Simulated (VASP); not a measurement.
**BaTiO3: single point with r2SCAN+U**

BaTiO3:

```
CELL_PARAMETERS angstrom
8.00974 0.00000 0.00000
0.01125 4.00485 0.00000
0.01125 0.01122 4.00484
ATOMIC_POSITIONS crystal
Ba 0.00000 0.00000 0.00000
Ba 0.50000 0.00000 0.00000
Ti 0.24360 0.48720 0.48720
Ti 0.74360 0.48720 0.48720
O 0.25545 0.51090 0.01930
O 0.75545 0.51090 0.01930
O 0.00965 0.51090 0.51090
O 0.50965 0.51090 0.51090
O 0.25545 0.01930 0.51090
O 0.75545 0.01930 0.51090
```

- Program: VASP 6.6.1
- Task: single point
- Functional: r2SCAN
- Potentials or basis: VASP PAW PBE potentials, release 64 (Ba_sv, Ti_sv, O)
- Cutoff: 520 eV
- k mesh: 3 × 6 × 6
- Occupations: fermi-dirac, width 0.1 eV
- Spin: no spin polarisation
- Hubbard terms: Ti d U = 2.45 eV

| Item | Value |
| --- | --- |
| Pressure | 5.8 GPa |
| Largest force | 0.819 eV/Å |
| Band gap on the k mesh | 3.03 eV |

Forces on the atoms (eV/Å):
```
Ba  -0.005 -0.005 -0.005
Ba  -0.005 -0.005 -0.005
Ti   0.474  0.473  0.471
Ti   0.474  0.473  0.471
O   -0.004 -0.004 -0.461
O   -0.004 -0.004 -0.461
O   -0.461 -0.003 -0.003
O   -0.461 -0.003 -0.003
O   -0.004 -0.461 -0.003
O   -0.004 -0.461 -0.003
```

Stress tensor (GPa, compression positive):
```
 5.75 -0.18 -0.18
-0.18  5.75 -0.18
-0.18 -0.18  5.76
```

Levels at points of the mesh, in eV from the valence-band top:
```tsv
k point	band 38	band 39	band 40	band 41	band 42	band 43
(0.00, 0.00, 0.00)	-0.49	-0.41	-0.41	3.03	3.03	3.13
(0.00, 0.50, 0.00)	-0.90	-0.87	-0.09	3.20	4.43	4.51
(0.00, 0.50, 0.50)	-0.02	-0.02	0.00	4.51	4.51	4.88
```

Eigenvalues of the final occupation matrices:
| site | spin | trace | eigenvalues |
| --- | --- | --- | --- |
| site 3 d | 1 | 0.83 | 0.11 0.11 0.11 0.25 0.25 |
| site 3 d | 2 | 0.83 | 0.11 0.11 0.11 0.25 0.25 |
| site 4 d | 1 | 0.83 | 0.11 0.11 0.11 0.25 0.25 |
| site 4 d | 2 | 0.83 | 0.11 0.11 0.11 0.25 0.25 |

Wall time 14 min on 1 thread of Intel Xeon 8259CL (shared host), peak memory 0.37 GiB.

Caveat: the cell stands under pressure; the PAW data sets were made with another functional, which shifts forces and pressure a little; spin-orbit coupling is left out, which moves the levels of the heavy elements. A k mesh can miss the band edges.
